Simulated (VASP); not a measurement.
# CdS (Fm-3m) in VASP: notebook

Runs on CdS. Level: LDA. Tasks: single point.

All numbers are computed with VASP 6.6.1; they aren't measurements. Logs are shortened: lines on timing, memory, paths and dates and some standing lists are left out, and cuts for length are marked.

## (1) The cell of the first run

Symmetry: Fm-3m, No. 225, cubic system. The conventional cell has a = 5.316 Å, b = 5.316 Å, c = 5.316 Å, α = 90.00°, β = 90.00°, γ = 90.00°. Cd (site symmetry m-3m) has 6 S at 2.66 Å within 3.5 Å. Within 3.5 Å of S (site symmetry m-3m) lie 6 Cd at 2.66 Å.

## (2) Single point, LDA

The input, INCAR:

```
SYSTEM = CdS
ALGO = Normal
EDIFF = 1E-6
ENCUT = 500
GGA = CA
GGA_COMPAT = .FALSE.
ISIF = 2
ISMEAR = -1
LASPH = .TRUE.
LCHARG = .FALSE.
LREAL = .FALSE.
LWAVE = .FALSE.
NBANDS = 16
NELM = 120
PREC = Accurate
SIGMA = 0.05
```

The input, KPOINTS:

```
k-points
0
G
  6 6 6
  0 0 0
```

The input, POSCAR:

```
CdS
1.0
    0.0000000000      2.6582278552      2.6582278552
    2.6582278552      0.0000000000      2.6582278552
    2.6582278552      2.6582278552      0.0000000000
Cd S
1 1
Direct
    0.0000000000      0.0000000000      0.0000000000
    0.5000000000      0.5000000000      0.5000000000
```

Potentials or basis: VASP PAW LDA potentials, release 64 (Cd, S).

Launch:

```sh
$ cat potpaw_LDA.64/Cd/POTCAR potpaw_LDA.64/S/POTCAR > POTCAR
$ mpirun -np 1 vasp_std > vasp.out
```

OUTCAR:

```text
SYSTEM = CdS
   EDIFF = 1E-6
   ENCUT = 500
   GGA = CA
   ISIF = 2
   ISMEAR = -1
   LASPH = .TRUE.
   LREAL = .FALSE.
   NELM = 120
   PREC = Accurate

 ion  position               nearest neighbor table
   1  0.000  0.000  0.000-   2 2.66   2 2.66   2 2.66   2 2.66   2 2.66   2 2.66
   2  0.500  0.500  0.500-   1 2.66   1 2.66   1 2.66   1 2.66   1 2.66   1 2.66

  LATTYP: Found a face centered cubic cell.
 ALAT       =     5.3164557104

  Lattice vectors:

 A1 = (   0.0000000000,   2.6582278552,   2.6582278552)
 A2 = (   2.6582278552,   0.0000000000,   2.6582278552)
 A3 = (   2.6582278552,   2.6582278552,   0.0000000000)

Analysis of symmetry for initial positions (statically):
=====================================================================
 Subroutine PRICEL returns:
 Original cell was already a primitive cell.

 Routine SETGRP: Setting up the symmetry group for a
 face centered cubic supercell.

 Subroutine GETGRP returns: Found 48 space group operations
 (whereof 48 operations were pure point group operations)
 out of a pool of 48 trial point group operations.

The static configuration has the point symmetry O_h .

Analysis of symmetry for dynamics (positions and initial velocities):
=====================================================================
 Subroutine PRICEL returns:
 Original cell was already a primitive cell.

 Routine SETGRP: Setting up the symmetry group for a
 face centered cubic supercell.

 Subroutine GETGRP returns: Found 48 space group operations
 (whereof 48 operations were pure point group operations)
 out of a pool of 48 trial point group operations.

The dynamic configuration has the point symmetry O_h .

 Subroutine INISYM returns: Found 48 space group operations
 (whereof 48 operations are pure point group operations),
 and found     1 'primitive' translations

----------------------------------------------------------------------------------------

                                     Primitive cell

  volume of cell :      37.5670

  direct lattice vectors                    reciprocal lattice vectors
     0.000000000  2.658227855  2.658227855    -0.188095238  0.188095238  0.188095238
     2.658227855  0.000000000  2.658227855     0.188095238 -0.188095238  0.188095238
     2.658227855  2.658227855  0.000000000     0.188095238  0.188095238 -0.188095238

  length of vectors
     3.759301885  3.759301885  3.759301885     0.325790508  0.325790508  0.325790508

[... 70 lines left out ...]
   NELM   =    120;   NELMIN=  2; NELMDL= -5     # of ELM steps
   EDIFF  = 0.1E-05   stopping-criterion for ELM
   LREAL  =      F    real-space projection
   EDIFFG = 0.1E-04   stopping-criterion for IOM
   NSW    =      0    number of steps for IOM
   IBRION =     -1    ionic relax: 0-MD 1-quasi-New 2-CG
   NFREE  =      0    steps in history (QN), initial steepest desc. (CG)
   ISIF   =      2    stress and relaxation
   ISYM   =      2    0-nonsym 1-usesym 2-fastsym
   POTIM  = 0.5000    time-step for ionic-motion
   TEBEG  =    0.0;   TEEND  =   0.0 temperature during run
   PSTRESS=    0.0 pullay stress
   NELECT =      18.0000    total number of electrons
   NUPDOWN=      -1.0000    fix difference up-down
   EMIN   =  10.00;   EMAX   =-10.00  energy-range for DOS
   EFERMI =   0.00;   METHOD = LEGACY
   ISMEAR =    -1;   SIGMA  =   0.05  broadening in eV -4-tet -1-fermi 0-gaus
   EFERMI_NEDOS =   21; number of points for ismear=-14 and -15
   IALGO  =     38    algorithm
   IMIX   =      4    mixing-type and parameters
     AMIX     =   0.40;   BMIX     =  1.00
     AMIX_MAG =   1.60;   BMIX_MAG =  1.00
  volume/ion in A,a.u.               =      18.78       126.76
  Fermi-wavevector in a.u.,A,eV,Ry     =   1.281042  2.420819 22.328104  1.641069
  Thomas-Fermi vector in A             =   2.413435
   LORBIT       =      0    0 simple, 1 ext, 2 COOP (PROOUT), +10 PAW based schemes
   GGA     = CA    functional components
   LHFCALC =     F    Hartree Fock is set to
   AEXX    =    0.0000 exact exchange contribution
   IVDW    =     0    specifies the selected vdW correction
   LEPSILON=     F    determine dielectric tensor
   LRPA    =     F    only Hartree local field effects (RPA)
 non-spin polarized calculation
  energy-cutoff  :      500.00
  volume of cell :       37.57
 maximum number of plane-waves:       962
   NGX = 13   NGY = 13   NGZ = 13

 number of electron      18.0000001 magnetization

 Free energy of the ion-electron system (eV)
  ---------------------------------------------------
  ext. energy  EPLUGINS =         0.00000000
  ---------------------------------------------------
  free energy    TOTEN  =        -7.25510834 eV

  energy without entropy =       -7.25083572  energy(sigma->0) =       -7.25297203

 E-fermi :   3.7351     XC(G=0): -11.1742

 val. band max:        3.6705339691   @ k =   0.5000   0.0000   0.0000
 cond. band min:       4.7653716326   @ k =   0.0000   0.0000   0.0000
 fundamental gap:      1.0948376635
 Fermi energy:         3.7350867537

 k-point     1 :       0.0000    0.0000    0.0000
  band No.  band energies     occupation
      1      -9.7857      2.00000
      2      -4.2159      2.00000
      3      -4.2159      2.00000
      4      -4.2104      2.00000
      5      -4.2104      2.00000
      6      -4.2104      2.00000
[... 281 lines left out ...]
      3      -4.3136      2.00000
      4      -4.0762      2.00000
      5      -3.8519      2.00000
      6      -3.1592      2.00000
[... 8 lines left out ...]
     15      17.7813      0.00000
     16      18.4873      0.00000

------------------------ aborting loop because EDIFF is reached ----------------------------------------

  FORCE on cell =-STRESS in cart. coord.  units (eV):
  Direction    XX          YY          ZZ          XY          YZ          ZX
  --------------------------------------------------------------------------------------
  -------------------------------------------------------------------------------------
  Total        0.4841233      0.4841233      0.4841233      0.0000000     -0.0000000      0.0000000
  in kB       20.6471410     20.6471410     20.6471410      0.0000000     -0.0000000      0.0000000
  external PRESSURE =      20.6471410 kB  Pullay stress =       0.0000000 kB

 VOLUME and BASIS-vectors are now :
 -----------------------------------------------------------------------------
  energy-cutoff  :      500.00
  volume of cell :       37.57
      direct lattice vectors                 reciprocal lattice vectors
     0.000000000  2.658227855  2.658227855    -0.188095238  0.188095238  0.188095238
     2.658227855  0.000000000  2.658227855     0.188095238 -0.188095238  0.188095238
     2.658227855  2.658227855  0.000000000     0.188095238  0.188095238 -0.188095238

 POSITION                                       TOTAL-FORCE (eV/Angst)
 -----------------------------------------------------------------------------------
      0.00000      0.00000      0.00000         0.000000      0.000000      0.000000
      2.65823      2.65823      2.65823        -0.000000     -0.000000     -0.000000
 -----------------------------------------------------------------------------------
    total drift:                                0.000000      0.000000      0.000000

  FREE ENERGIE OF THE ION-ELECTRON SYSTEM (eV)
  ---------------------------------------------------
  free  energy   TOTEN  =        -7.2551083396 eV

  energy  without entropy=       -7.2508357239  energy(sigma->0) =       -7.25297203
```

OSZICAR:

```text
N       E                     dE             d eps       ncg     rms          rms(c)
DAV:   1     0.104616658964E+03    0.10462E+03   -0.93444E+03   528   0.105E+03
DAV:   2    -0.432387185870E+01   -0.10894E+03   -0.10147E+03   648   0.254E+02
DAV:   3    -0.777961523363E+01   -0.34557E+01   -0.34511E+01   616   0.472E+01
DAV:   4    -0.779452529241E+01   -0.14910E-01   -0.14909E-01   632   0.322E+00
DAV:   5    -0.779465337732E+01   -0.12808E-03   -0.12808E-03   616   0.287E-01    0.913E+00
DAV:   6    -0.728901616739E+01    0.50564E+00   -0.76724E-01   688   0.123E+01    0.737E+00
DAV:   7    -0.726021446519E+01    0.28802E-01   -0.14869E-01   616   0.290E+00    0.345E+00
DAV:   8    -0.725569030304E+01    0.45242E-02   -0.20090E-02   624   0.179E+00    0.351E-01
DAV:   9    -0.725515059047E+01    0.53971E-03   -0.25466E-03   672   0.783E-01    0.542E-02
DAV:  10    -0.725510415440E+01    0.46436E-04   -0.23409E-04   664   0.189E-01    0.376E-02
DAV:  11    -0.725510847911E+01   -0.43247E-05   -0.30479E-05   616   0.460E-02    0.266E-02
DAV:  12    -0.725510964632E+01   -0.11672E-05   -0.11493E-05   624   0.255E-02    0.166E-02
DAV:  13    -0.725510833727E+01    0.13090E-05   -0.39088E-06   568   0.130E-02    0.274E-03
DAV:  14    -0.725510833955E+01   -0.22833E-08   -0.22918E-07   328   0.385E-03
   1 F= -.72551083E+01 E0= -.72529720E+01  d E =-.427262E-02
```

Wall time 17 s (1 thread of AMD EPYC 7R13, shared host); peak memory 0.11 GiB.

What came out:

```yaml
Free_energy: -7.2551 eV
Pressure: 2.1 GPa
Band_gap_on_the_k_mesh: zero (band 9 reaches 3.67 eV, above the bottom of band 10 at 3.66 eV)
```

## (3) Single point, LDA

This run uses another cell than the first one, of 19.31 Å³/atom, 1.028 times its volume.

The input, INCAR:

```
SYSTEM = CdS
  ALGO = Normal
  EDIFF = 1E-6
  ENCUT = 500
  GGA = CA
  GGA_COMPAT = .False.
  ISIF = 2
  ISMEAR = -1
  LASPH = .True.
  LCHARG = .False.
  LREAL = .False.
  LWAVE = .False.
  NBANDS = 16
  NELM = 120
  PREC = Accurate
  SIGMA = 0.05
```

The input, KPOINTS:

```
k-points
0
Gamma
  6 6 6
  0 0 0
```

The input, POSCAR:

```
CdS
1.0
    0.0000000000      2.6826166291      2.6826166291
    2.6826166291      0.0000000000      2.6826166291
    2.6826166291      2.6826166291      0.0000000000
Cd S
1 1
Direct
    0.0000000000      0.0000000000      0.0000000000
    0.5000000000      0.5000000000      0.5000000000
```

Potentials or basis: VASP PAW LDA potentials, release 64 (Cd, S).

Launch:

```sh
$ cat potpaw_LDA.64/Cd/POTCAR potpaw_LDA.64/S/POTCAR > POTCAR
$ mpirun -np 1 vasp_std > vasp.out
```

Run time: 18 s. Hardware: 1 thread of AMD EPYC 7R13, shared host; peak memory 0.11 GiB.

Results (log left out):

```
Free energy            : -7.2601 eV
Pressure               : -0.6 GPa
Band gap on the k mesh : zero (filled and empty bands touch)
```

Levels at points of the mesh, in eV from the Fermi level:
```tsv
k point	band 7	band 8	band 9	band 10	band 11	band 12
(0.00, 0.00, 0.00)	-0.97	-0.97	-0.97	0.89	9.11	9.11
(0.50, 0.00, 0.00)	-5.29	-0.07	-0.07	3.19	5.61	5.61
(0.50, 0.50, 0.00)	-4.81	-2.51	-2.51	-0.07	5.77	9.97
```

## (4) Single point, LDA

This run uses another cell than the first one, of 19.83 Å³/atom, 1.056 times its volume.

The input, INCAR:

```
SYSTEM = CdS
  PREC = Accurate
  ENCUT = 500
  EDIFF = 1E-6
  ISMEAR = -1
  SIGMA = 0.05
  LREAL = .False.
  LASPH = .True.
  NELM = 120
  ALGO = Normal
  ISIF = 2
  LWAVE = .False.
  LCHARG = .True.
  LELF = .True.
  LVHAR = .True.
  NBANDS = 16
  GGA_COMPAT = .False.
```

The input, KPOINTS:

```
Automatic mesh
0
Gamma
  6 6 6
  0 0 0
```

The input, POSCAR:

```
CdS
1.0
    0.0000000000      2.7065698307      2.7065698307
    2.7065698307      0.0000000000      2.7065698307
    2.7065698307      2.7065698307      0.0000000000
Cd S
1 1
Direct
    0.0000000000      0.0000000000      0.0000000000
    0.5000000000      0.5000000000      0.5000000000
```

Launch:

```sh
$ cat potpaw_LDA.64/Cd/POTCAR potpaw_LDA.64/S/POTCAR > POTCAR
$ mpirun -np 1 vasp_std > vasp.out
```

Wall time 21 s (1 thread of AMD EPYC 7R13, shared host); peak memory 0.11 GiB.

It converged, with:

```yaml
Free_energy: -7.2492 eV
Pressure: -2.8 GPa
```

Levels at points of the mesh, in eV from the Fermi level:
```
           k point  band 6  band 7  band 8  band 9  band 10  band 11  band 12  band 13
(0.00, 0.00, 0.00)   -7.79   -0.91   -0.91   -0.91     0.76     9.10     9.10     9.10
(0.50, 0.00, 0.00)   -7.56   -5.17   -0.08   -0.08     3.21     5.63     5.63     6.82
(0.50, 0.50, 0.00)   -6.73   -4.62   -2.39   -2.39    -0.07     5.81     9.78    11.18
```

## (5) Single point, LDA

This run uses another cell than the first one, of 20.35 Å³/atom, 1.083 times its volume.

The input, INCAR:

```
SYSTEM = CdS
  ALGO = Normal
  EDIFF = 1E-6
  ENCUT = 500
  GGA_COMPAT = .FALSE.
  ISIF = 2
  ISMEAR = -1
  LASPH = .TRUE.
  LCHARG = .FALSE.
  LREAL = .FALSE.
  LWAVE = .FALSE.
  NBANDS = 16
  NELM = 120
  PREC = Accurate
  SIGMA = 0.05
```

The input, KPOINTS:

```
k-points
0
G
  6 6 6
  0 0 0
```

The input, POSCAR:

```
CdS
1.0
    0.0000000000      2.7301064019      2.7301064019
    2.7301064019      0.0000000000      2.7301064019
    2.7301064019      2.7301064019      0.0000000000
Cd S
1 1
Direct
    0.0000000000      0.0000000000      0.0000000000
    0.5000000000      0.5000000000      0.5000000000
```

Launch:

```sh
$ cat potpaw_LDA.64/Cd/POTCAR potpaw_LDA.64/S/POTCAR > POTCAR
$ mpirun -np 1 vasp_std > vasp.out
```

Wall time 19 s (1 thread of AMD EPYC 7R13, shared host); peak memory 0.11 GiB.

The run converged. Its results:

```
Free energy : -7.2248 eV
Pressure    : -4.7 GPa
```

Levels at points of the mesh, in eV from the Fermi level:
```
           k point  band 6  band 7  band 8  band 9  band 10  band 11  band 12  band 13
(0.00, 0.00, 0.00)   -7.73   -0.85   -0.85   -0.85     0.64     9.09     9.09     9.09
(0.50, 0.00, 0.00)   -7.52   -5.05   -0.08   -0.08     3.23     5.64     5.64     6.59
(0.50, 0.50, 0.00)   -6.74   -4.44   -2.28   -2.28    -0.07     5.84     9.61    10.98
```

## (6) Single point, LDA

This run uses another cell than the first one, of 20.87 Å³/atom, 1.111 times its volume.

The input, INCAR:

```
ALGO = Normal
EDIFF = 1E-6
ENCUT = 500
GGA_COMPAT = False
ISIF = 2
ISMEAR = -1
LASPH = True
LCHARG = False
LREAL = False
LWAVE = False
NBANDS = 16
NELM = 120
PREC = Accurate
SIGMA = 0.05
```

The input, KPOINTS:

```
k-points
0
Gamma
  6 6 6
```

The input, POSCAR:

```
CdS
1.0
    0.0000000000      2.7532440000      2.7532440000
    2.7532440000      0.0000000000      2.7532440000
    2.7532440000      2.7532440000      0.0000000000
Cd S
1 1
Direct
    0.0000000000      0.0000000000      0.0000000000
    0.5000000000      0.5000000000      0.5000000000
```

Potentials or basis: VASP PAW LDA potentials, release 64 (Cd, S).

Launch:

```sh
$ cat potpaw_LDA.64/Cd/POTCAR potpaw_LDA.64/S/POTCAR > POTCAR
$ mpirun -np 1 vasp_std > vasp.out
```

OUTCAR:

```text
EDIFF = 1E-6
   ENCUT = 500
   ISIF = 2
   ISMEAR = -1
   LASPH = True
   LREAL = False
   NELM = 120
   PREC = Accurate

 ion  position               nearest neighbor table
   1  0.000  0.000  0.000-   2 2.75   2 2.75   2 2.75   2 2.75   2 2.75   2 2.75
   2  0.500  0.500  0.500-   1 2.75   1 2.75   1 2.75   1 2.75   1 2.75   1 2.75

  LATTYP: Found a face centered cubic cell.
 ALAT       =     5.5064880000

  Lattice vectors:

 A1 = (   0.0000000000,   2.7532440000,   2.7532440000)
 A2 = (   2.7532440000,   0.0000000000,   2.7532440000)
 A3 = (   2.7532440000,   2.7532440000,   0.0000000000)

Analysis of symmetry for initial positions (statically):
=====================================================================
 Subroutine PRICEL returns:
 Original cell was already a primitive cell.

 Routine SETGRP: Setting up the symmetry group for a
 face centered cubic supercell.

 Subroutine GETGRP returns: Found 48 space group operations
 (whereof 48 operations were pure point group operations)
 out of a pool of 48 trial point group operations.

The static configuration has the point symmetry O_h .

Analysis of symmetry for dynamics (positions and initial velocities):
=====================================================================
 Subroutine PRICEL returns:
[... 151 lines left out ...]
 fundamental gap:      0.5947329986
 Fermi energy:         2.6372492857

 k-point     1 :       0.0000    0.0000    0.0000
  band No.  band energies     occupation
      1     -10.1046      2.00000
      2      -5.0445      2.00000
      3      -5.0445      2.00000
      4      -5.0400      2.00000
      5      -5.0400      2.00000
      6      -5.0400      2.00000
[... 281 lines left out ...]
      3      -5.1062      2.00000
      4      -4.9239      2.00000
      5      -4.7746      2.00000
      6      -4.2644      2.00000
[... 8 lines left out ...]
     15      16.1246      0.00000
     16      17.1763      0.00000

------------------------ aborting loop because EDIFF is reached ----------------------------------------

  FORCE on cell =-STRESS in cart. coord.  units (eV):
  Direction    XX          YY          ZZ          XY          YZ          ZX
  --------------------------------------------------------------------------------------
  -------------------------------------------------------------------------------------
  Total       -1.6545931     -1.6545931     -1.6545931      0.0000000      0.0000000      0.0000000
  in kB      -63.5093545    -63.5093545    -63.5093545      0.0000000      0.0000000      0.0000000
  external PRESSURE =     -63.5093545 kB  Pullay stress =       0.0000000 kB

 VOLUME and BASIS-vectors are now :
 -----------------------------------------------------------------------------
  energy-cutoff  :      500.00
  volume of cell :       41.74
      direct lattice vectors                 reciprocal lattice vectors
     0.000000000  2.753244000  2.753244000    -0.181603955  0.181603955  0.181603955
     2.753244000  0.000000000  2.753244000     0.181603955 -0.181603955  0.181603955
     2.753244000  2.753244000  0.000000000     0.181603955  0.181603955 -0.181603955

 POSITION                                       TOTAL-FORCE (eV/Angst)
 -----------------------------------------------------------------------------------
      0.00000      0.00000      0.00000         0.000000      0.000000      0.000000
      2.75324      2.75324      2.75324        -0.000000      0.000000     -0.000000
 -----------------------------------------------------------------------------------
    total drift:                                0.000000      0.000000      0.000000

  FREE ENERGIE OF THE ION-ELECTRON SYSTEM (eV)
  ---------------------------------------------------
  free  energy   TOTEN  =        -7.1888623000 eV

  energy  without entropy=       -7.1841575388  energy(sigma->0) =       -7.18650992
```

stdout:

```text
POSCAR found type information on POSCAR CdS
 POSCAR found :  2 types and       2 ions
 scaLAPACK will be used
 LDA part: xc-table for (Slater(with rela. corr.)+CA(PZ))
 , standard interpolation
 POSCAR, INCAR and KPOINTS ok, starting setup
 FFT: planning ... GRIDC
 FFT: planning ... GRID_SOFT
 FFT: planning ... GRID
 WAVECAR not read
 entering main loop
```

Run time: 18 s. Hardware: 1 thread of AMD EPYC 7R13, shared host; peak memory 0.11 GiB.

What came out:

- Free energy: -7.1889 eV
- Pressure: -6.4 GPa

Levels at points of the mesh, in eV from the Fermi level:
```
           k point  band 6  band 7  band 8  band 9  band 10  band 11  band 12  band 13
(0.00, 0.00, 0.00)   -7.68   -0.80   -0.80   -0.80     0.52     9.08     9.08     9.08
(0.50, 0.00, 0.00)   -7.48   -4.94   -0.09   -0.09     3.25     5.65     5.65     6.38
(0.50, 0.50, 0.00)   -6.76   -4.27   -2.18   -2.18    -0.07     5.88     9.44    10.79
```

## (7) Overview

| cell | gap on the mesh (eV) | pressure (GPa) |
| --- | --- | --- |
| a = 3.759 Å, angles 60.0°, 2 atoms | none | 2.1 |
| a = 3.794 Å, angles 60.0°, 2 atoms | none | -0.6 |
| a = 3.828 Å, angles 60.0°, 2 atoms | - | -2.8 |
| a = 3.861 Å, angles 60.0°, 2 atoms | - | -4.7 |
| a = 3.894 Å, angles 60.0°, 2 atoms | - | -6.4 |

Alike in all rows: task single point; level LDA; potentials or basis VASP PAW LDA potentials, release 64 (Cd, S); no spin polarisation; k mesh 6 × 6 × 6; cutoff (eV) 500; smearing fermi-dirac 0.05 eV.

Absolute energies hang on the potentials; compare differences alone.
